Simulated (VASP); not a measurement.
Here is a VASP 6.6.1 calculation.

The input INCAR:

```
PREC = Accurate ; ENCUT = 400
EDIFF = 1E-6 ; ISMEAR = -1
SIGMA = 0.1034 ; LREAL = Auto
LASPH = True ; NELM = 120
ALGO = Normal ; ISIF = 2
LWAVE = False ; LCHARG = False
GGA = PE ; NBANDS = 58
ISYM = -1 ; GGA_COMPAT = False
```

The input KPOINTS:

```
explicit points
1
Reciprocal
  0.25000000   0.25000000   0.25000000 1
```

File POSCAR:

```
Si5P13
1.0
    7.0479230000      0.0446470000      0.1733930000
    0.0446470000      7.0511420000     -0.0312760000
    0.1733930000     -0.0312760000      7.0375900000
Si P
5 13
Direct
    0.7364394394      0.4663399524      0.6564789658
    0.4435352801      0.6562083070      0.0593897425
    0.9505770152      0.4145313290      0.0844313865
    0.4568322520      0.4161182410      0.7531332458
    0.7464327393      0.7476284639      0.4685204190
    0.7690732058      0.9664486321      0.7133057960
    0.8120742081      0.1889491948      0.4846937079
    0.5092492611      0.1504058047      0.3443579172
    0.4613462770      0.8365674759      0.3162742174
    0.3244406396      0.1625356890      0.6259919561
    0.0652422995      0.8396453053      0.6315113822
    0.2785224910      0.9868181744      0.9188921030
    0.6568196117      0.4799609137      0.2475886397
    1.0992827272      0.8570323577      0.2993838252
    0.0439040558      0.4885451453      0.7861420006
    0.5163935768      0.1951333300      0.0271851527
    0.1524267105      0.5132911697      0.3244443012
    0.9809363474      0.1137599579      0.9632460061
```

Potentials or basis: VASP PAW PBE potentials, release 64 (Si, P).

Command:

```console
$ cat potpaw_PBE.64/Si/POTCAR potpaw_PBE.64/P/POTCAR > POTCAR
$ mpirun -np 1 vasp_std > vasp.out
```

What does it give for the largest force?

4.411 eV/Å.

Predict the band gap on the k mesh.

zero (an odd number of electrons rules out a gap without spin polarisation).

What does it give for the pressure?

-1.9 GPa.

Stress tensor (GPa, compression positive):
```
-3.00  0.35 -0.71
 0.35 -1.05  2.11
-0.71  2.11 -1.69
```

Caveat: the atoms stand as in a frame of molecular dynamics.
